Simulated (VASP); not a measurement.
# Ta (Im-3m) in VASP: notebook

Ta is run at these levels: PBE; tasks: single point.

All numbers are computed with VASP 6.6.1; they aren't measurements. Logs are shortened: lines on timing, memory, paths and dates and some standing lists are left out, and cuts for length are marked.

### 1 The cell of the first run

Symmetry: Im-3m, No. 229, cubic system. Conventional cell: a = 3.303 Å, b = 3.303 Å, c = 3.303 Å, α = 90.00°, β = 90.00°, γ = 90.00°. Ta (site symmetry m-3m) has 14 Ta at 2.86 to 3.30 Å within 3.8 Å.

### 2 Single point, PBE

Input file INCAR:

```
SYSTEM = Ta
  PREC = Accurate
  ENCUT = 520
  EDIFF = 1E-6
  ISMEAR = -1
  SIGMA = 0.05
  LREAL = .FALSE.
  LASPH = .TRUE.
  NELM = 80
  ALGO = Normal
  ISIF = 2
  LWAVE = .FALSE.
  LCHARG = .TRUE.
  GGA = PE
  LELF = .TRUE.
  LVHAR = .TRUE.
  NBANDS = 12
```

Input file KPOINTS:

```
Automatic mesh
0
G
  13 13 13
  0 0 0
```

Input file POSCAR:

```
Ta
1.0
   -1.6512800000      1.6512800000      1.6512800000
    1.6512800000     -1.6512800000      1.6512800000
    1.6512800000      1.6512800000     -1.6512800000
Ta
1
Direct
    0.0000000000      0.0000000000      0.0000000000
```

Potentials or basis: VASP PAW PBE potentials, release 64 (Ta_pv).

On the command line:

```sh
> cat potpaw_PBE.64/Ta_pv/POTCAR > POTCAR
> mpirun -np 1 vasp_std > vasp.out
```

OUTCAR:

```text
SYSTEM = Ta
   PREC = Accurate
   ENCUT = 520
   EDIFF = 1E-6
   ISMEAR = -1
   LREAL = .FALSE.
   LASPH = .TRUE.
   NELM = 80
   ISIF = 2
   GGA = PE

 ion  position               nearest neighbor table
   1  0.000  0.000  0.000-

  LATTYP: Found a body centered cubic cell.
 ALAT       =     3.3025600000

  Lattice vectors:

 A1 = (  -1.6512800000,   1.6512800000,   1.6512800000)
 A2 = (   1.6512800000,  -1.6512800000,   1.6512800000)
 A3 = (   1.6512800000,   1.6512800000,  -1.6512800000)

Analysis of symmetry for initial positions (statically):
=====================================================================
 Subroutine PRICEL returns:
 Original cell was already a primitive cell.

 Routine SETGRP: Setting up the symmetry group for a
 body centered cubic supercell.

 Subroutine GETGRP returns: Found 48 space group operations
 (whereof 48 operations were pure point group operations)
 out of a pool of 48 trial point group operations.

The static configuration has the point symmetry O_h .

Analysis of symmetry for dynamics (positions and initial velocities):
=====================================================================
 Subroutine PRICEL returns:
 Original cell was already a primitive cell.

 Routine SETGRP: Setting up the symmetry group for a
 body centered cubic supercell.

 Subroutine GETGRP returns: Found 48 space group operations
 (whereof 48 operations were pure point group operations)
 out of a pool of 48 trial point group operations.

The dynamic configuration has the point symmetry O_h .

 Subroutine INISYM returns: Found 48 space group operations
 (whereof 48 operations are pure point group operations),
 and found     1 'primitive' translations

----------------------------------------------------------------------------------------

                                     Primitive cell

  volume of cell :      18.0104

  direct lattice vectors                    reciprocal lattice vectors
    -1.651280000  1.651280000  1.651280000     0.000000000  0.302795407  0.302795407
     1.651280000 -1.651280000  1.651280000     0.302795407  0.000000000  0.302795407
     1.651280000  1.651280000 -1.651280000     0.302795407  0.302795407  0.000000000

  length of vectors
     2.860100858  2.860100858  2.860100858     0.428217371  0.428217371  0.428217371

  position of ions in fractional coordinates (direct lattice)
     0.000000000  0.000000000  0.000000000

  ion indices of the primitive-cell ions
   primitive index   ion index
                 1           1

----------------------------------------------------------------------------------------

 KPOINTS: Automatic mesh

Automatic generation of k-mesh.
 Grid dimensions read from file:
 generate k-points for:   13   13   13

 Generating k-lattice:

  Cartesian coordinates                     Fractional coordinates (reciprocal lattice)
     0.000000000  0.023291954  0.023291954     0.076923077  0.000000000  0.000000000
     0.023291954  0.000000000  0.023291954     0.000000000  0.076923077  0.000000000
     0.023291954  0.023291954  0.000000000     0.000000000  0.000000000  0.076923077

  Length of vectors
     0.032939798  0.032939798  0.032939798

  Shift w.r.t. Gamma in fractional coordinates (k-lattice)
     0.000000000  0.000000000  0.000000000

 Subroutine IBZKPT returns following result:
 ===========================================

 Found     84 irreducible k-points:

 Following reciprocal coordinates:
            Coordinates               Weight
  0.000000  0.000000  0.000000      1.000000
  0.076923  0.000000  0.000000     12.000000
  0.153846  0.000000  0.000000     12.000000
  0.230769  0.000000  0.000000     12.000000
  0.307692  0.000000  0.000000     12.000000
  0.384615  0.000000  0.000000     12.000000
[... 16 lines left out ...]
  0.153846  0.076923  0.076923     24.000000
  0.230769  0.076923  0.076923     24.000000
 [... further k-points ...]
   k-points           NKPTS =     84   k-points in BZ     NKDIM =     84   number of bands    NBANDS=     12
   number of dos      NEDOS =    301   number of ions     NIONS =      1
   total plane-waves  NPLWV =  13824
   dimension x,y,z NGX =    24 NGY =   24 NGZ =   24
   dimension x,y,z NGXF=    48 NGYF=   48 NGZF=   48
   ions per type =               1
   NGX,Y,Z   is equivalent  to a cutoff of  13.95, 13.95, 13.95 a.u.
   NGXF,Y,Z  is equivalent  to a cutoff of  27.90, 27.90, 27.90 a.u.
 SYSTEM =  Ta
   PREC   = accura    normal or accurate (medium, high low for compatibility)
   ISTART =      0    job   : 0-new  1-cont  2-samecut
   ICHARG =      2    charge: 1-file 2-atom 10-const
   ISPIN  =      1    spin polarized calculation?
   LNONCOLLINEAR =      F non collinear calculations
   LSORBIT =      F    spin-orbit coupling
   LASPH  =      T    aspherical Exc in radial PAW
   ENCUT  =  520.0 eV  38.22 Ry    6.18 a.u.   5.32  5.32  5.32*2*pi/ulx,y,z
   NELM   =     80;   NELMIN=  2; NELMDL= -5     # of ELM steps
   EDIFF  = 0.1E-05   stopping-criterion for ELM
   LREAL  =      F    real-space projection
   EDIFFG = 0.1E-04   stopping-criterion for IOM
   NSW    =      0    number of steps for IOM
   IBRION =     -1    ionic relax: 0-MD 1-quasi-New 2-CG
   NFREE  =      0    steps in history (QN), initial steepest desc. (CG)
   ISIF   =      2    stress and relaxation
   ISYM   =      2    0-nonsym 1-usesym 2-fastsym
   POTIM  = 0.5000    time-step for ionic-motion
   TEBEG  =    0.0;   TEEND  =   0.0 temperature during run
   PSTRESS=    0.0 pullay stress
   NELECT =      11.0000    total number of electrons
   NUPDOWN=      -1.0000    fix difference up-down
   EMIN   =  10.00;   EMAX   =-10.00  energy-range for DOS
   EFERMI =   0.00;   METHOD = LEGACY
   ISMEAR =    -1;   SIGMA  =   0.05  broadening in eV -4-tet -1-fermi 0-gaus
   EFERMI_NEDOS =   21; number of points for ismear=-14 and -15
   IALGO  =     38    algorithm
   IMIX   =      4    mixing-type and parameters
     AMIX     =   0.40;   BMIX     =  1.00
     AMIX_MAG =   1.60;   BMIX_MAG =  1.00
  volume/ion in A,a.u.               =      18.01       121.54
  Fermi-wavevector in a.u.,A,eV,Ry     =   1.388988  2.624806 26.249534  1.929286
  Thomas-Fermi vector in A             =   2.513061
   LORBIT       =      0    0 simple, 1 ext, 2 COOP (PROOUT), +10 PAW based schemes
   GGA     = PE    functional components
[... 5 lines left out ...]
 non-spin polarized calculation
  energy-cutoff  :      520.00
  volume of cell :       18.01
 maximum number of plane-waves:       493
 NGX is ok and might be reduce to    24
   NGX = 11   NGY = 11   NGZ = 11

 number of electron      11.0000002 magnetization

 Free energy of the ion-electron system (eV)
  ---------------------------------------------------
  ext. energy  EPLUGINS =         0.00000000
  ---------------------------------------------------
  free energy    TOTEN  =       -11.81465999 eV

  energy without entropy =      -11.80225264  energy(sigma->0) =      -11.80845631

 E-fermi :   5.4578     XC(G=0): -12.6197

 val. band max:        5.4337353252   @ k =  -0.3846   0.4615   0.1538
 cond. band min:       5.4813579228   @ k =   0.2308   0.0000   0.0000
 fundamental gap:      0.0476225975
 Fermi energy:         5.4578460004

 k-point     1 :       0.0000    0.0000    0.0000
  band No.  band energies     occupation
      1     -27.5907      2.00000
      2     -27.5907      2.00000
      3     -27.5907      2.00000
      4      -2.4296      2.00000
      5       6.2187      0.00000
      6       6.2187      0.00000
      7       6.2187      0.00000
      8       9.4925      0.00000
      9       9.4925      0.00000
     10      20.1757      0.00000
     11      20.4985      0.00000
     12      20.4985      0.00000

 k-point     2 :       0.0769    0.0000    0.0000
  band No.  band energies     occupation
      1     -27.6637      2.00000
      2     -27.6131      2.00000
      3     -27.5911      2.00000
      4      -2.1662      2.00000
      5       6.0484      0.00001
      6       6.1650      0.00000
      7       6.4774      0.00000
      8       9.2276      0.00000
      9       9.4936      0.00000
     10      20.1754      0.00000
     11      20.7315      0.00000
     12      20.9603      0.00000

 k-point     3 :       0.1538    0.0000    0.0000
  band No.  band energies     occupation
      1     -27.8620      2.00000
      2     -27.6749      2.00000
      3     -27.5922      2.00000
      4      -1.4298      2.00000
      5       5.6122      0.08727
      6       5.9121      0.00023
      7       7.2386      0.00000
      8       8.8449      0.00000
      9       9.5231      0.00000
     10      20.1748      0.00000
     11      21.1775      0.00000
     12      22.2634      0.00000
[... 286 lines left out ...]
 k-point    23 :       0.1538    0.0769    0.0769
  band No.  band energies     occupation
      1     -28.2205      2.00000
      2     -27.7334      2.00000
      3     -27.6485      2.00000
      4       0.0397      2.00000
      5       4.8475      1.99999
      6       4.9573      1.99991
      7       9.1073      0.00000
      8       9.4210      0.00000
      9       9.5875      0.00000
     10      20.1719      0.00000
     11      21.5869      0.00000
     12      22.4905      0.00000

 k-point    24 :       0.2308    0.0769    0.0769
  band No.  band energies     occupation
      1     -28.4332      2.00000
      2     -27.8484      2.00000
      3     -27.6555      2.00000
      4       1.0465      2.00000
      5       4.3870      2.00000
      6       4.8126      2.00000
      7       9.2988      0.00000
      8       9.9182      0.00000
      9      11.0529      0.00000
     10      20.1177      0.00000
     11      20.2118      0.00000
     12      20.4434      0.00000

 [... further k-points ...]
[... 5 lines left out ...]
  --------------------------------------------------------------------------------------
  -------------------------------------------------------------------------------------
  Total        0.4193511      0.4193511      0.4193511     -0.0000000     -0.0000000      0.0000000
  in kB       37.3049311     37.3049311     37.3049311     -0.0000000     -0.0000000      0.0000000
  external PRESSURE =      37.3049311 kB  Pullay stress =       0.0000000 kB

 VOLUME and BASIS-vectors are now :
 -----------------------------------------------------------------------------
  energy-cutoff  :      520.00
  volume of cell :       18.01
      direct lattice vectors                 reciprocal lattice vectors
    -1.651280000  1.651280000  1.651280000     0.000000000  0.302795407  0.302795407
     1.651280000 -1.651280000  1.651280000     0.302795407  0.000000000  0.302795407
     1.651280000  1.651280000 -1.651280000     0.302795407  0.302795407  0.000000000

 POSITION                                       TOTAL-FORCE (eV/Angst)
 -----------------------------------------------------------------------------------
      0.00000      0.00000      0.00000        -0.000000      0.000000     -0.000000
 -----------------------------------------------------------------------------------
    total drift:                                0.000000      0.000000      0.000000

  FREE ENERGIE OF THE ION-ELECTRON SYSTEM (eV)
  ---------------------------------------------------
  free  energy   TOTEN  =       -11.8146599933 eV

  energy  without entropy=      -11.8022526367  energy(sigma->0) =      -11.80845631
```

Wall time 11 s (1 thread of Intel Xeon Platinum 8488C (Sapphire Rapids), shared host); peak memory 0.14 GiB.

Results:

- Free energy: -11.8147 eV
- Pressure: 3.7 GPa

Caveat: spin-orbit coupling is left out, which moves the levels of the heavy elements.

### 3 Single point, PBE

Input file INCAR:

```
  ALGO = Normal
  EDIFF = 1E-6
  ENCUT = 520
  GGA = PE
  ISIF = 2
  ISMEAR = -1
  LASPH = T
  LCHARG = T
  LELF = T
  LREAL = F
  LVHAR = T
  LWAVE = F
  NBANDS = 12
  NELM = 60
  PREC = Accurate
  SIGMA = 0.05
```

Input file KPOINTS:

```
k-points
0
Gamma
  13 13 13
```

POSCAR is that of step 2.

Potentials or basis: VASP PAW PBE potentials, release 64 (Ta_pv).

On the command line:

```sh
> cat potpaw_PBE.64/Ta_pv/POTCAR > POTCAR
> mpirun -np 1 vasp_std > vasp.out
```

Run time: 9 s. Hardware: 1 thread of Intel Xeon Platinum 8488C (Sapphire Rapids), shared host; peak memory 0.14 GiB.

Results (log left out):

```yaml
Free_energy: -11.8147 eV
Pressure: 3.7 GPa
```

Levels at points of the mesh, in eV from the Fermi level:
| k point | band 1 | band 2 | band 3 | band 4 | band 5 | band 6 | band 7 | band 8 | band 9 | band 10 |
| --- | --- | --- | --- | --- | --- | --- | --- | --- | --- | --- |
| (0.00, 0.00, 0.00) | -33.05 | -33.05 | -33.05 | -7.89 | 0.76 | 0.76 | 0.76 | 4.03 | 4.03 | 14.72 |

Caveat: spin-orbit coupling is left out, which moves the levels of the heavy elements.
